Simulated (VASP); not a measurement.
# Fe4Pt (P6_3/mmc) in VASP: further runs

Fe4Pt is run at these levels: PBE; tasks: single point.

Everything below comes from runs of VASP 6.6.1. Logs are shortened: lines on timing, memory, paths and dates and some standing lists are left out, and cuts for length are marked.

**1. The cell of the first run**

It takes space group P6_3/mmc (No. 194, hexagonal). Conventional cell: a = 2.540 Å, b = 2.540 Å, c = 21.980 Å, α = 90.00°, β = 90.00°, γ = 120.00°. Within 3.4 Å of Fe (site symmetry 3m) lie 9 Fe at 2.54 to 2.64 Å and 3 Pt at 2.64 Å. Within 3.4 Å of Fe (site symmetry 3m) lie 12 Fe at 2.54 to 2.64 Å. Pt (site symmetry -6m2) has 6 Pt at 2.54 Å and 6 Fe at 2.64 Å within 3.4 Å.

**2. Single point, PBE, collinear spin, ferromagnetic start**

INCAR reads:

```
SYSTEM = Fe4Pt
  PREC = Accurate
  ENCUT = 520
  EDIFF = 1E-7
  ISMEAR = 0
  SIGMA = 0.1
  LREAL = .False.
  LASPH = .True.
  NELM = 150
  ALGO = Normal
  ISIF = 2
  LWAVE = .False.
  LCHARG = .True.
  ISPIN = 2
  MAGMOM = 4 4 4 4 4 4 4 4 0 0
  LORBIT = 11
  LMAXMIX = 4
  GGA = PE
  LELF = .True.
  LVHAR = .True.
  NBANDS = 57
```

KPOINTS reads:

```
regular mesh
0
Gamma
  6 6 1
  0 0 0
```

POSCAR reads:

```
Fe4Pt
1.0
    2.5403695400      0.0000000000      0.0000000000
   -1.2701847700      2.2000245600      0.0000000000
    0.0000000000      0.0000000000     21.9800772300
Fe Pt
8 2
Direct
    0.6666666700      0.3333333300      0.1500000000
    0.6666666700      0.3333333300      0.3500000000
    0.6666666700      0.3333333300      0.5500000000
    0.6666666700      0.3333333300      0.9500000000
    0.3333333300      0.6666666700      0.0500000000
    0.3333333300      0.6666666700      0.4500000000
    0.3333333300      0.6666666700      0.6500000000
    0.3333333300      0.6666666700      0.8500000000
    0.6666666700      0.3333333300      0.7500000000
    0.3333333300      0.6666666700      0.2500000000
```

Potentials or basis: VASP PAW PBE potentials, release 64 (Fe, Pt).

Command:

```sh
$ cat potpaw_PBE.64/Fe/POTCAR potpaw_PBE.64/Pt/POTCAR > POTCAR
$ mpirun -np 1 vasp_std > vasp.out
```

OUTCAR:

```text
SYSTEM = Fe4Pt
   PREC = Accurate
   ENCUT = 520
   EDIFF = 1E-7
   ISMEAR = 0
   LREAL = .False.
   LASPH = .True.
   NELM = 150
   ISIF = 2
   ISPIN = 2
   LORBIT = 11
   GGA = PE

 ion  position               nearest neighbor table
   1  0.667  0.333  0.150-   5 2.64  10 2.64   5 2.64  10 2.64   5 2.64  10 2.64
   2  0.667  0.333  0.350-   6 2.64  10 2.64   6 2.64  10 2.64   6 2.64  10 2.64
   3  0.667  0.333  0.550-   6 2.64   7 2.64   6 2.64   7 2.64   6 2.64   7 2.64
   4  0.667  0.333  0.950-   5 2.64   8 2.64   5 2.64   8 2.64   5 2.64   8 2.64
   5  0.333  0.667  0.050-   4 2.64   1 2.64   4 2.64   1 2.64   4 2.64   1 2.64
   6  0.333  0.667  0.450-   3 2.64   2 2.64   3 2.64   2 2.64   3 2.64   2 2.64
   7  0.333  0.667  0.650-   3 2.64   9 2.64   3 2.64   9 2.64   3 2.64   9 2.64
   8  0.333  0.667  0.850-   4 2.64   9 2.64   4 2.64   9 2.64   4 2.64   9 2.64
   9  0.667  0.333  0.750-   7 2.64   8 2.64   7 2.64   8 2.64   7 2.64   8 2.64
  10  0.333  0.667  0.250-   1 2.64   2 2.64   1 2.64   2 2.64   1 2.64   2 2.64

  LATTYP: Found a hexagonal cell.
 ALAT       =     2.5403695400
 C/A-ratio  =     8.6523149030

  Lattice vectors:

 A1 = (   2.5403695400,   0.0000000000,   0.0000000000)
 A2 = (  -1.2701847700,   2.2000245600,   0.0000000000)
 A3 = (   0.0000000000,   0.0000000000,  21.9800772300)

Analysis of symmetry for initial positions (statically):
=====================================================================
 Subroutine PRICEL returns:
 Original cell was already a primitive cell.

 Routine SETGRP: Setting up the symmetry group for a
 hexagonal supercell.

 Subroutine GETGRP returns: Found 24 space group operations
 (whereof 12 operations were pure point group operations)
 out of a pool of 24 trial point group operations.

The static configuration has the point symmetry D_3d.
 The point group associated with its full space group is D_6h.

Analysis of symmetry for dynamics (positions and initial velocities):
=====================================================================
 Subroutine PRICEL returns:
 Original cell was already a primitive cell.

 Routine SETGRP: Setting up the symmetry group for a
 hexagonal supercell.

 Subroutine GETGRP returns: Found 24 space group operations
 (whereof 12 operations were pure point group operations)
 out of a pool of 24 trial point group operations.

The dynamic configuration has the point symmetry D_3d.
 The point group associated with its full space group is D_6h.

Analysis of structural, dynamic, and magnetic symmetry:
=====================================================================
 Subroutine PRICEL returns:
 Original cell was already a primitive cell.

 Routine SETGRP: Setting up the symmetry group for a
 hexagonal supercell.

 Subroutine GETGRP returns: Found 24 space group operations
 (whereof 12 operations were pure point group operations)
 out of a pool of 24 trial point group operations.

The overall configuration has the point symmetry D_3d.
 The point group associated with its full space group is D_6h.

 Subroutine INISYM returns: Found 24 space group operations
 (whereof 12 operations are pure point group operations),
 and found     1 'primitive' translations

----------------------------------------------------------------------------------------

                                     Primitive cell

  volume of cell :     122.8439

  direct lattice vectors                    reciprocal lattice vectors
     2.540369540  0.000000000  0.000000000     0.393643517  0.227270190  0.000000000
    -1.270184770  2.200024560  0.000000000     0.000000000  0.454540380  0.000000000
     0.000000000  0.000000000 21.980077230     0.000000000  0.000000000  0.045495746

  length of vectors
     2.540369540  2.540369543 21.980077230     0.454540381  0.454540380  0.045495746

  position of ions in fractional coordinates (direct lattice)
     0.666666670  0.333333330  0.150000000
     0.666666670  0.333333330  0.350000000
     0.666666670  0.333333330  0.550000000
     0.666666670  0.333333330  0.950000000
     0.333333330  0.666666670  0.050000000
     0.333333330  0.666666670  0.450000000
     0.333333330  0.666666670  0.650000000
     0.333333330  0.666666670  0.850000000
     0.666666670  0.333333330  0.750000000
[... 61 lines left out ...]
   ICHARG =      2    charge: 1-file 2-atom 10-const
   ISPIN  =      2    spin polarized calculation?
   LNONCOLLINEAR =      F non collinear calculations
   LSORBIT =      F    spin-orbit coupling
   LASPH  =      T    aspherical Exc in radial PAW
   ENCUT  =  520.0 eV  38.22 Ry    6.18 a.u.   4.72  4.72 40.87*2*pi/ulx,y,z
   NELM   =    150;   NELMIN=  2; NELMDL= -5     # of ELM steps
   EDIFF  = 0.1E-06   stopping-criterion for ELM
   LREAL  =      F    real-space projection
   EDIFFG = 0.1E-05   stopping-criterion for IOM
   NSW    =      0    number of steps for IOM
   IBRION =     -1    ionic relax: 0-MD 1-quasi-New 2-CG
   NFREE  =      0    steps in history (QN), initial steepest desc. (CG)
   ISIF   =      2    stress and relaxation
   ISYM   =      2    0-nonsym 1-usesym 2-fastsym
   POTIM  = 0.5000    time-step for ionic-motion
   TEBEG  =    0.0;   TEEND  =   0.0 temperature during run
   PSTRESS=    0.0 pullay stress
   NELECT =      84.0000    total number of electrons
   NUPDOWN=      -1.0000    fix difference up-down
   EMIN   =  10.00;   EMAX   =-10.00  energy-range for DOS
   EFERMI =   0.00;   METHOD = LEGACY
   ISMEAR =     0;   SIGMA  =   0.10  broadening in eV -4-tet -1-fermi 0-gaus
   EFERMI_NEDOS =   21; number of points for ismear=-14 and -15
   IALGO  =     38    algorithm
   IMIX   =      4    mixing-type and parameters
     AMIX     =   0.40;   BMIX     =  1.00
     AMIX_MAG =   1.60;   BMIX_MAG =  1.00
  volume/ion in A,a.u.               =      12.28        82.90
  Fermi-wavevector in a.u.,A,eV,Ry     =   1.442282  2.725517 28.302513  2.080176
  Thomas-Fermi vector in A             =   2.560819
   LORBIT       =     11    0 simple, 1 ext, 2 COOP (PROOUT), +10 PAW based schemes
   GGA     = PE    functional components
   LHFCALC =     F    Hartree Fock is set to
   AEXX    =    0.0000 exact exchange contribution
   IVDW    =     0    specifies the selected vdW correction
   LEPSILON=     F    determine dielectric tensor
   LRPA    =     F    only Hartree local field effects (RPA)
 spin polarized calculation
 Gauss-broadening in eV      SIGMA  =   0.10
  energy-cutoff  :      520.00
  volume of cell :      122.84
 maximum number of plane-waves:      3345
 NGX is ok and might be reduce to    20
   NGX =  9   NGY =  9   NGZ = 81

 number of electron      83.9999984 magnetization      21.7072806

 Free energy of the ion-electron system (eV)
  ---------------------------------------------------
  ext. energy  EPLUGINS =         0.00000000
  ---------------------------------------------------
  free energy    TOTEN  =       -76.64727530 eV

  energy without entropy =      -76.61356866  energy(sigma->0) =      -76.63042198

 E-fermi :   7.2728     XC(G=0): -13.0835

 val. band max:        7.2455330681   @ k =   0.1667   0.0000   0.0000
 cond. band min:       7.3257853028   @ k =   0.5000   0.0000   0.0000
 fundamental gap:      0.0802522347
 Fermi energy:         7.2727548790

 spin component 1

 k-point     1 :       0.0000    0.0000    0.0000
  band No.  band energies     occupation
      1      -3.0586      1.00000
      2      -3.0496      1.00000
      3      -0.6844      1.00000
      4      -0.6454      1.00000
      5      -0.1145      1.00000
      6       0.1470      1.00000
[... 388 lines left out ...]
     53      12.5388      0.00000
     54      12.5388      0.00000
 Fermi energy:         7.2727548790

 spin component 2

 k-point     1 :       0.0000    0.0000    0.0000
  band No.  band energies     occupation
      1      -2.9667      1.00000
      2      -2.9597      1.00000
      3      -0.4159      1.00000
      4      -0.3958      1.00000
      5       0.1496      1.00000
      6       0.4513      1.00000
[... 388 lines left out ...]
     53      13.4430      0.00000
     54      13.8585      0.00000
 [bands above 54 left out]

------------------------ aborting loop because EDIFF is reached ----------------------------------------

  FORCE on cell =-STRESS in cart. coord.  units (eV):
  Direction    XX          YY          ZZ          XY          YZ          ZX
  --------------------------------------------------------------------------------------
  -------------------------------------------------------------------------------------
  Total       16.4757811     16.4757811      3.3897259      0.0000000      0.0000000     -0.0000000
  in kB      214.8834438    214.8834444     44.2101028      0.0000000      0.0000000     -0.0000000
  external PRESSURE =     157.9923304 kB  Pullay stress =       0.0000000 kB

 VOLUME and BASIS-vectors are now :
 -----------------------------------------------------------------------------
  energy-cutoff  :      520.00
  volume of cell :      122.84
      direct lattice vectors                 reciprocal lattice vectors
     2.540369540  0.000000000  0.000000000     0.393643517  0.227270190  0.000000000
    -1.270184770  2.200024560  0.000000000     0.000000000  0.454540380  0.000000000
     0.000000000  0.000000000 21.980077230     0.000000000  0.000000000  0.045495746

 POSITION                                       TOTAL-FORCE (eV/Angst)
 -----------------------------------------------------------------------------------
      1.27018      0.73334      3.29701         0.000000     -0.000000     -0.776070
      1.27018      0.73334      7.69303         0.000000     -0.000000      0.776070
      1.27018      0.73334     12.08904        -0.000000     -0.000000      0.034451
      1.27018      0.73334     20.88107        -0.000000      0.000000     -0.034451
     -0.00000      1.46668      1.09900         0.000000     -0.000000      0.034451
     -0.00000      1.46668      9.89103         0.000000      0.000000     -0.034451
     -0.00000      1.46668     14.28705        -0.000000      0.000000     -0.776070
     -0.00000      1.46668     18.68307        -0.000000      0.000000      0.776070
      1.27018      0.73334     16.48506         0.000000     -0.000000      0.000000
     -0.00000      1.46668      5.49502        -0.000000      0.000000      0.000000
 -----------------------------------------------------------------------------------
    total drift:                               -0.000001      0.000001     -0.000001

  FREE ENERGIE OF THE ION-ELECTRON SYSTEM (eV)
  ---------------------------------------------------
  free  energy   TOTEN  =       -76.6472753002 eV

  energy  without entropy=      -76.6135686648  energy(sigma->0) =      -76.63042198

 total charge

# of ion       s       p       d       tot
------------------------------------------
    1        0.459   0.490   6.226   7.175
    2        0.459   0.490   6.226   7.175
    3        0.466   0.477   6.182   7.125
    4        0.466   0.477   6.182   7.125
    5        0.466   0.477   6.182   7.125
    6        0.466   0.477   6.182   7.125
    7        0.459   0.490   6.226   7.175
    8        0.459   0.490   6.226   7.175
    9        0.796   0.871   8.191   9.858
   10        0.796   0.871   8.191   9.858
--------------------------------------------------
tot          5.295   5.608  66.015  76.918

 magnetization (x)

# of ion       s       p       d       tot
------------------------------------------
    1       -0.012  -0.024   2.697   2.661
    2       -0.012  -0.024   2.697   2.661
    3       -0.016  -0.043   2.694   2.635
    4       -0.016  -0.043   2.694   2.635
    5       -0.016  -0.043   2.694   2.635
    6       -0.016  -0.043   2.694   2.635
    7       -0.012  -0.024   2.697   2.661
    8       -0.012  -0.024   2.697   2.661
    9       -0.011  -0.042   0.259   0.206
   10       -0.011  -0.042   0.259   0.206
--------------------------------------------------
tot         -0.132  -0.352  22.081  21.597
```

Run time: 4.3 min. Hardware: 1 thread of Intel Xeon Platinum 8488C (Sapphire Rapids), shared host; peak memory 0.33 GiB.

What came out:

```
Free energy                                           : -76.6473 eV
Pressure                                              : 15.8 GPa
Largest force                                         : 0.776 eV/Å
Net moment                                            : 21.71 μB per cell
Site moments                                          : Fe +2.66, +2.63; Pt +0.21 μB
Valence electrons inside the program's atomic spheres : Fe 7.17, 7.12; Pt 9.86
```

Forces on the atoms (eV/Å):
```
Fe   0.000  0.000 -0.776
Fe   0.000  0.000  0.776
Fe   0.000  0.000  0.034
Fe   0.000  0.000 -0.034
Fe   0.000  0.000  0.034
Fe   0.000  0.000 -0.034
Fe   0.000  0.000 -0.776
Fe   0.000  0.000  0.776
Pt   0.000  0.000  0.000
Pt   0.000  0.000  0.000
```

Stress tensor (GPa, compression positive):
```
21.49  0.00  0.00
 0.00 21.49  0.00
 0.00  0.00  4.42
```

Caveat: the k points lie up to 0.48 Å⁻¹ apart; the bands computed are all filled at some k points, so no gap is given; spin-orbit coupling is left out, which moves the levels of the heavy elements.

**3. Single point, PBE, collinear spin, ferromagnetic start**

This run uses another cell than the first one, of 13.02 Å³/atom, 1.060 times its volume.

INCAR reads:

```
PREC = Accurate
ENCUT = 520
EDIFF = 1E-6
ISMEAR = 0
SIGMA = 0.1
LREAL = False
LASPH = True
NELM = 150
ALGO = Normal
ISIF = 2
LWAVE = False
LCHARG = True
ISPIN = 2
MAGMOM = 4 4 4 4 4 4 4 4 0 0
LORBIT = 11
LMAXMIX = 4
GGA = PE
LELF = True
LVHAR = True
NBANDS = 57
```

KPOINTS reads:

```
Automatic mesh
0
Gamma
  6 6 1
```

POSCAR reads:

```
Fe4Pt
1.0
    2.6334954404      0.0000000000      0.0000000000
   -1.3167477202      2.2806739521      0.0000000000
    0.0000000000      0.0000000000     21.6811020794
Fe Pt
8 2
Direct
    0.6666666667      0.3333333333      0.1468704193
    0.6666666667      0.3333333333      0.3531295807
    0.6666666667      0.3333333333      0.5490051956
    0.6666666667      0.3333333333      0.9509948044
    0.3333333333      0.6666666667      0.0490051956
    0.3333333333      0.6666666667      0.4509948044
    0.3333333333      0.6666666667      0.6468704193
    0.3333333333      0.6666666667      0.8531295807
    0.6666666667      0.3333333333      0.7500000000
    0.3333333333      0.6666666667      0.2500000000
```

Potentials or basis: VASP PAW PBE potentials, release 64 (Fe, Pt).

Command:

```sh
$ cat potpaw_PBE.64/Fe/POTCAR potpaw_PBE.64/Pt/POTCAR > POTCAR
$ mpirun -np 1 vasp_std > vasp.out
```

Run time: 3.8 min. Hardware: 1 thread of Intel Xeon Platinum 8488C (Sapphire Rapids), shared host; peak memory 0.33 GiB.

It converged, with:

```yaml
Free_energy: -77.2782 eV
Pressure: -0.3 GPa
Largest_force: 0.031 eV/Å
Net_moment: 21.72 μB per cell
Site_moments: Fe +2.70, +2.63; Pt +0.19 μB
Valence_electrons_inside_the_program's_atomic_spheres: Fe 7.05; Pt 9.56
```

Forces on the atoms (eV/Å):
```
Fe   0.000  0.000 -0.031
Fe   0.000  0.000  0.031
Fe   0.000  0.000 -0.001
Fe   0.000  0.000  0.001
Fe   0.000  0.000 -0.001
Fe   0.000  0.000  0.001
Fe   0.000  0.000 -0.031
Fe   0.000  0.000  0.031
Pt   0.000  0.000  0.000
Pt   0.000  0.000  0.000
```

Stress tensor (GPa, compression positive):
```
-0.21  0.00  0.00
 0.00 -0.21  0.00
 0.00  0.00 -0.56
```

Levels at points of the mesh, in eV from the Fermi level:
Spin up:
```
           k point  band 51  band 52  band 53  band 54  band 55  band 56  band 57
(0.00, 0.00, 0.00)    -1.16    -1.02    -1.02    -0.98    -0.98    -0.73    -0.73
(0.50, 0.00, 0.00)     0.72     0.77     0.79     1.00     1.23     1.83     2.06
```
Spin down:
```csv
k point,band 30,band 31,band 32,band 33,band 34,band 35
"(0.00, 0.00, 0.00)",-0.02,0.00,0.00,0.00,0.00,0.10
"(0.50, 0.00, 0.00)",0.22,0.24,0.47,0.57,0.76,0.82
```

Caveat: the k points lie up to 0.46 Å⁻¹ apart; the bands computed are all filled at some k points, so no gap is given; spin-orbit coupling is left out, which moves the levels of the heavy elements.
